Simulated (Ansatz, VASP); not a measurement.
**Two plane-wave programs on As2Se**

The input INCAR:

```
SYSTEM = As2Se
PREC = Accurate ; ENCUT = 520
EDIFF = 1E-6 ; ISMEAR = 0
SIGMA = 0.15 ; LREAL = .FALSE.
LASPH = .TRUE. ; NELM = 80
ALGO = Normal ; ISIF = 2
LWAVE = .FALSE. ; LCHARG = .FALSE.
GGA = PS ; NBANDS = 25
```

KPOINTS

```
Automatic mesh
0
G
  12 12 12
  0 0 0
```

Contents of POSCAR:

```
As2Se
1.0
   -3.2653871006      3.2653871006      2.9536935136
    3.2653871006     -3.2653871006      2.9536935136
    3.2653871006      3.2653871006     -2.9536935136
As Se
4 2
Direct
    0.8750000000      0.1250000000      0.7500000000
    0.3750000000      0.1250000000      0.2500000000
    0.8750000000      0.6250000000      0.7500000000
    0.8750000000      0.1250000000      0.2500000000
    0.5000000000      0.5000000000      0.0000000000
    0.2500000000      0.7500000000      0.5000000000
```

Input for Ansatz:

```yaml
crystal:
  lattice:
    - [-3.2653871006, 3.2653871006, 2.9536935136]
    - [3.2653871006, -3.2653871006, 2.9536935136]
    - [3.2653871006, 3.2653871006, -2.9536935136]
  atoms:
    - { symbol: As, position: [0.875, 0.125, 0.75] }
    - { symbol: As, position: [0.375, 0.125, 0.25] }
    - { symbol: As, position: [0.875, 0.625, 0.75] }
    - { symbol: As, position: [0.875, 0.125, 0.25] }
    - { symbol: Se, position: [0.5, 0.5, 0.0] }
    - { symbol: Se, position: [0.25, 0.75, 0.5] }
basis:
  ecutwfc: 420
kpoints:
  mp_grid: { grid: [12, 12, 12] }
hamiltonian:
  xc: pbesol
scf:
  occupations: { method: gaussian, width: 0.15 }
output:
  forces: true
  stress: true
  eigenvalues: true
```

Alike in both runs: task single point; functional PBEsol; k mesh 12 × 12 × 12; occupations gaussian, width 0.15 eV; no spin polarisation.

|  | VASP | Ansatz |
| --- | --- | --- |
| version | VASP 6.6.1 | Ansatz 0.2.0 |
| potentials or method | VASP PAW PBE potentials, release 64 (As, Se), cutoff 520 eV | scalar-relativistic, plane waves, PAW |
| valence electrons in the cell | 32 | 92 |

```csv
,VASP,Ansatz,Ansatz less VASP
gap on the k mesh at the Fermi level (eV),none,none,-
pressure (GPa),-2.9,-3.1,-0.17
"traceless stress, the component that is largest in VASP (GPa)",-8.10,-8.16,-0.055
```

VASP's potentials were made for PBE, not for PBEsol. A gap of «none» marks a metal or a gap that the smearing closes. With one functional, cell and mesh, what is left measures potentials, basis and numerics. VASP's potentials hold 32 valence electrons a cell and Ansatz's 92, so a difference there can come from the potentials and not from the codes.
